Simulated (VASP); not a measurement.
# MoS2 in VASP: single point with PBEsol

Aim: the single point of MoS2 with PBEsol.

All numbers are computed with VASP 6.6.1; they aren't measurements. Logs are shortened: lines on timing, memory, paths and dates and some standing lists are left out, and cuts for length are marked.

**1. The cell of the first run**

The cell holds a slab with vacuum, 12 atoms: a = 3.142 Å, b = 3.142 Å, c = 37.984 Å, α = 90.00°, β = 90.00°, γ = 120.00°.

**2. Single point, PBEsol, collinear spin**

INCAR reads:

```
PREC = Accurate ; ENCUT = 520
EDIFF = 1E-6 ; ISMEAR = 0
SIGMA = 0.05 ; LREAL = F
LASPH = T ; NELM = 150
ALGO = Normal ; ISIF = 2
LWAVE = F ; LCHARG = F
ISPIN = 2 ; MAGMOM = 2 2 2 2 0 0 0 0 0 0 0 0
LORBIT = 11 ; LMAXMIX = 4
LDIPOL = T ; IDIPOL = 3
DIPOL = 0.5 0.5 0.500 ; GGA = PS
NBANDS = 68
```

KPOINTS reads:

```
regular mesh
0
Gamma
  8 8 1
```

POSCAR reads:

```
MoS2
1.0
    3.1415598609      0.0000000003      0.0000000000
   -1.5707799307      2.7206706469      0.0000000000
    0.0000000000      0.0000000000     37.9844092310
Mo S
4 8
Direct
    0.6666666667      0.3333333333      0.2516566997
    0.3333333333      0.6666666667      0.4171774273
    0.6666666667      0.3333333333      0.5828225692
    0.3333333333      0.6666666667      0.7483433032
    0.3333333333      0.6666666667      0.2106530462
    0.3333333333      0.6666666667      0.2927039294
    0.3333333333      0.6666666667      0.5417795176
    0.6666666667      0.3333333333      0.3761343755
    0.3333333333      0.6666666667      0.6238656206
    0.6666666667      0.3333333333      0.4582204808
    0.6666666667      0.3333333333      0.7072960709
    0.6666666667      0.3333333333      0.7893469596
```

Potentials or basis: VASP PAW PBE potentials, release 64 (Mo_sv, S).

Command:

```bash
$ cat potpaw_PBE.64/Mo_sv/POTCAR potpaw_PBE.64/S/POTCAR > POTCAR
$ mpirun -np 1 vasp_std > vasp.out
```

OUTCAR:

```text
PREC = Accurate
   ENCUT = 520
   EDIFF = 1E-6
   ISMEAR = 0
   LREAL = F
   LASPH = T
   NELM = 150
   ISIF = 2
   ISPIN = 2
   LORBIT = 11
   GGA = PS

 ion  position               nearest neighbor table
   1  0.667  0.333  0.252-   5 2.39   5 2.39   5 2.39   6 2.39   6 2.39   6 2.39
   2  0.333  0.667  0.417-   8 2.39   8 2.39   8 2.39  10 2.39  10 2.39  10 2.39
   3  0.667  0.333  0.583-   9 2.39   9 2.39   9 2.39   7 2.39   7 2.39   7 2.39
   4  0.333  0.667  0.748-  12 2.39  12 2.39  12 2.39  11 2.39  11 2.39  11 2.39
   5  0.333  0.667  0.211-   1 2.39   1 2.39   1 2.39
   6  0.333  0.667  0.293-   1 2.39   1 2.39   1 2.39
   7  0.333  0.667  0.542-   3 2.39   3 2.39   3 2.39
   8  0.667  0.333  0.376-   2 2.39   2 2.39   2 2.39
   9  0.333  0.667  0.624-   3 2.39   3 2.39   3 2.39
  10  0.667  0.333  0.458-   2 2.39   2 2.39   2 2.39
  11  0.667  0.333  0.707-   4 2.39   4 2.39   4 2.39
  12  0.667  0.333  0.789-   4 2.39   4 2.39   4 2.39

  LATTYP: Found a hexagonal cell.
 ALAT       =     3.1415598609
 C/A-ratio  =    12.0909391872

  Lattice vectors:

 A1 = (   3.1415598609,   0.0000000003,   0.0000000000)
 A2 = (  -1.5707799307,   2.7206706469,   0.0000000000)
 A3 = (   0.0000000000,   0.0000000000,  37.9844092310)

Analysis of symmetry for initial positions (statically):
=====================================================================
 Subroutine PRICEL returns:
 Original cell was already a primitive cell.

 Routine SETGRP: Setting up the symmetry group for a
 hexagonal supercell.

 Subroutine GETGRP returns: Found 12 space group operations
 (whereof 12 operations were pure point group operations)
 out of a pool of 24 trial point group operations.

The static configuration has the point symmetry D_3d.

Analysis of symmetry for dynamics (positions and initial velocities):
=====================================================================
 Subroutine PRICEL returns:
 Original cell was already a primitive cell.

 Routine SETGRP: Setting up the symmetry group for a
 hexagonal supercell.

 Subroutine GETGRP returns: Found 12 space group operations
 (whereof 12 operations were pure point group operations)
 out of a pool of 24 trial point group operations.

The dynamic configuration has the point symmetry D_3d.

Analysis of structural, dynamic, and magnetic symmetry:
=====================================================================
 Subroutine PRICEL returns:
 Original cell was already a primitive cell.

 Routine SETGRP: Setting up the symmetry group for a
 hexagonal supercell.

 Subroutine GETGRP returns: Found 12 space group operations
 (whereof 12 operations were pure point group operations)
 out of a pool of 24 trial point group operations.

The overall configuration has the point symmetry D_3d.

 Subroutine INISYM returns: Found 12 space group operations
 (whereof 12 operations are pure point group operations),
 and found     1 'primitive' translations

----------------------------------------------------------------------------------------

                                     Primitive cell

  volume of cell :     324.6584

  direct lattice vectors                    reciprocal lattice vectors
     3.141559861  0.000000000  0.000000000     0.318313209  0.183778217  0.000000000
    -1.570779931  2.720670647  0.000000000    -0.000000000  0.367556434  0.000000000
     0.000000000  0.000000000 37.984409231     0.000000000  0.000000000  0.026326591

  length of vectors
     3.141559861  3.141559861 37.984409231     0.367556434  0.367556434  0.026326591

  position of ions in fractional coordinates (direct lattice)
     0.666666667  0.333333333  0.251656700
     0.333333333  0.666666667  0.417177427
     0.666666667  0.333333333  0.582822569
     0.333333333  0.666666667  0.748343303
     0.333333333  0.666666667  0.210653046
     0.333333333  0.666666667  0.292703929
[... 78 lines left out ...]
   EDIFF  = 0.1E-05   stopping-criterion for ELM
   LREAL  =      F    real-space projection
   EDIFFG = 0.1E-04   stopping-criterion for IOM
   NSW    =      0    number of steps for IOM
   IBRION =     -1    ionic relax: 0-MD 1-quasi-New 2-CG
   NFREE  =      0    steps in history (QN), initial steepest desc. (CG)
   ISIF   =      2    stress and relaxation
   ISYM   =      2    0-nonsym 1-usesym 2-fastsym
   POTIM  = 0.5000    time-step for ionic-motion
   TEBEG  =    0.0;   TEEND  =   0.0 temperature during run
   PSTRESS=    0.0 pullay stress
   NELECT =     104.0000    total number of electrons
   NUPDOWN=      -1.0000    fix difference up-down
   EMIN   =  10.00;   EMAX   =-10.00  energy-range for DOS
   EFERMI =   0.00;   METHOD = LEGACY
   ISMEAR =     0;   SIGMA  =   0.05  broadening in eV -4-tet -1-fermi 0-gaus
   EFERMI_NEDOS =   21; number of points for ismear=-14 and -15
   IALGO  =     38    algorithm
   IMIX   =      4    mixing-type and parameters
     AMIX     =   0.40;   BMIX     =  1.00
     AMIX_MAG =   1.60;   BMIX_MAG =  1.00
  volume/ion in A,a.u.               =      27.05       182.58
  Fermi-wavevector in a.u.,A,eV,Ry     =   1.120152  2.116781 17.071788  1.254741
  Thomas-Fermi vector in A             =   2.256797
   LORBIT       =     11    0 simple, 1 ext, 2 COOP (PROOUT), +10 PAW based schemes
   GGA     = PS    functional components
   LHFCALC =     F    Hartree Fock is set to
   AEXX    =    0.0000 exact exchange contribution
   IVDW    =     0    specifies the selected vdW correction
   LEPSILON=     F    determine dielectric tensor
   LRPA    =     F    only Hartree local field effects (RPA)
 spin polarized calculation
 Gauss-broadening in eV      SIGMA  =   0.05
  energy-cutoff  :      520.00
  volume of cell :      324.66
 maximum number of plane-waves:      8784
 NGX is ok and might be reduce to    24
   NGX = 11   NGY = 11   NGZ =141

 dipolmoment           0.000000      0.000000     -0.000000 electrons x Angstroem

 number of electron     103.9999999 magnetization       0.0000005

 number of electron     103.9999999 magnetization      -0.0000040

 dipolmoment           0.000000      0.000000      0.000000 electrons x Angstroem

 Free energy of the ion-electron system (eV)
  ---------------------------------------------------
  ext. energy  EPLUGINS =         0.00000000
  ---------------------------------------------------
  free energy    TOTEN  =       -93.78218918 eV

  energy without entropy =      -93.78218918  energy(sigma->0) =      -93.78218918

 E-fermi :   3.1861     XC(G=0):  -7.4622

 val. band max:        2.9398343127   @ k =   0.0000   0.0000   0.0000
 cond. band min:       4.1626320353   @ k =   0.2500   0.1250   0.0000
 fundamental gap:      1.2227977227
 Fermi energy:         3.1860610377

 spin component 1

 k-point     1 :       0.0000    0.0000    0.0000
  band No.  band energies     occupation
      1     -58.2824      1.00000
      2     -58.2824      1.00000
      3     -58.2808      1.00000
      4     -58.2808      1.00000
      5     -32.4937      1.00000
      6     -32.4937      1.00000
[... 659 lines left out ...]
     63       5.9403      0.00000
     64       5.9765      0.00000
 Fermi energy:         3.1860610377

 spin component 2

 k-point     1 :       0.0000    0.0000    0.0000
  band No.  band energies     occupation
      1     -58.2824      1.00000
      2     -58.2824      1.00000
      3     -58.2808      1.00000
      4     -58.2808      1.00000
      5     -32.4937      1.00000
      6     -32.4937      1.00000
[... 659 lines left out ...]
     63       5.9403      0.00000
     64       5.9765      0.00000
 [bands above 64 left out]

------------------------ aborting loop because EDIFF is reached ----------------------------------------

 vacuum level on the upper side and lower side of the slab       (xc-potential included)         0.001         0.001

  FORCE on cell =-STRESS in cart. coord.  units (eV):
  Direction    XX          YY          ZZ          XY          YZ          ZX
  --------------------------------------------------------------------------------------
  -------------------------------------------------------------------------------------
  Total       -0.0400466     -0.0400466     -0.0303960     -0.0000000      0.0000000      0.0000000
  in kB       -0.1976285     -0.1976285     -0.1500029     -0.0000000      0.0000000      0.0000000
  external PRESSURE =      -0.1817533 kB  Pullay stress =       0.0000000 kB

 VOLUME and BASIS-vectors are now :
 -----------------------------------------------------------------------------
  energy-cutoff  :      520.00
  volume of cell :      324.66
      direct lattice vectors                 reciprocal lattice vectors
     3.141559861  0.000000000  0.000000000     0.318313209  0.183778217  0.000000000
    -1.570779931  2.720670647  0.000000000    -0.000000000  0.367556434  0.000000000
     0.000000000  0.000000000 37.984409231     0.000000000  0.000000000  0.026326591

 POSITION                                       TOTAL-FORCE (eV/Angst)
 -----------------------------------------------------------------------------------
      1.57078      0.90689      9.55903        -0.000000     -0.000000      0.002983
     -0.00000      1.81378     15.84624         0.000000      0.000000     -0.000135
      1.57078      0.90689     22.13817        -0.000000     -0.000000      0.000135
     -0.00000      1.81378     28.42538         0.000000      0.000000     -0.002983
     -0.00000      1.81378      8.00153        -0.000000      0.000000     -0.007904
     -0.00000      1.81378     11.11819         0.000000      0.000000      0.003230
     -0.00000      1.81378     20.57917         0.000000      0.000000     -0.001596
      1.57078      0.90689     14.28724         0.000000      0.000000     -0.001195
     -0.00000      1.81378     23.69717         0.000000      0.000000      0.001195
      1.57078      0.90689     17.40523         0.000000      0.000000      0.001596
      1.57078      0.90689     26.86622        -0.000000     -0.000000     -0.003230
      1.57078      0.90689     29.98288         0.000000     -0.000000      0.007904
 -----------------------------------------------------------------------------------
    total drift:                               -0.000000      0.000000      0.000053

  FREE ENERGIE OF THE ION-ELECTRON SYSTEM (eV)
  ---------------------------------------------------
  free  energy   TOTEN  =       -93.7821891848 eV

  energy  without entropy=      -93.7821891848  energy(sigma->0) =      -93.78218918

 vacuum level on the upper side and lower side of the slab         8.357         8.357

 total charge

# of ion       s       p       d       tot
------------------------------------------
    1        2.300   6.231   3.993  12.523
    2        2.300   6.230   3.993  12.523
    3        2.300   6.230   3.993  12.523
    4        2.300   6.231   3.993  12.523
    5        1.357   2.330   0.000   3.687
    6        1.358   2.326   0.000   3.684
    7        1.358   2.326   0.000   3.684
    8        1.358   2.326   0.000   3.684
    9        1.358   2.326   0.000   3.684
   10        1.358   2.326   0.000   3.684
   11        1.358   2.326   0.000   3.684
   12        1.357   2.330   0.000   3.687
--------------------------------------------------
tot         20.060  43.539  15.971  79.570

 magnetization (x)

# of ion       s       p       d       tot
------------------------------------------
    1       -0.000  -0.000  -0.000  -0.000
    2       -0.000  -0.000  -0.000  -0.000
    3       -0.000  -0.000  -0.000  -0.000
    4       -0.000  -0.000  -0.000  -0.000
    5       -0.000  -0.000   0.000  -0.000
    6       -0.000  -0.000   0.000  -0.000
    7        0.000   0.000   0.000   0.000
    8       -0.000   0.000   0.000   0.000
    9       -0.000   0.000   0.000   0.000
   10        0.000   0.000   0.000   0.000
   11       -0.000  -0.000   0.000  -0.000
   12       -0.000  -0.000   0.000  -0.000
--------------------------------------------------
tot         -0.000  -0.000  -0.000  -0.000
```

It took 24 min on 1 thread of Oxide Virtual Turin-like, shared host; peak memory 0.67 GiB.

What came out:

| Item | Value |
| --- | --- |
| Free energy | -93.7822 eV |
| Largest force | 0.008 eV/Å |
| Band gap on the k mesh | 1.22 eV (least direct gap 2.05 eV) |
| Net moment | 0.00 μB per cell |
| Valence electrons inside the program's atomic spheres | Mo 12.52; S 3.69, 3.68 (each value once) |

Forces in eV/Å, atoms in the order of the input:
```
Mo   0.000  0.000  0.003
Mo   0.000  0.000  0.000
Mo   0.000  0.000  0.000
Mo   0.000  0.000 -0.003
S    0.000  0.000 -0.008
S    0.000  0.000  0.003
S    0.000  0.000 -0.002
S    0.000  0.000 -0.001
S    0.000  0.000  0.001
S    0.000  0.000  0.002
S    0.000  0.000 -0.003
S    0.000  0.000  0.008
```

Caveat: the PAW data sets were made with another functional, which shifts forces and pressure a little.
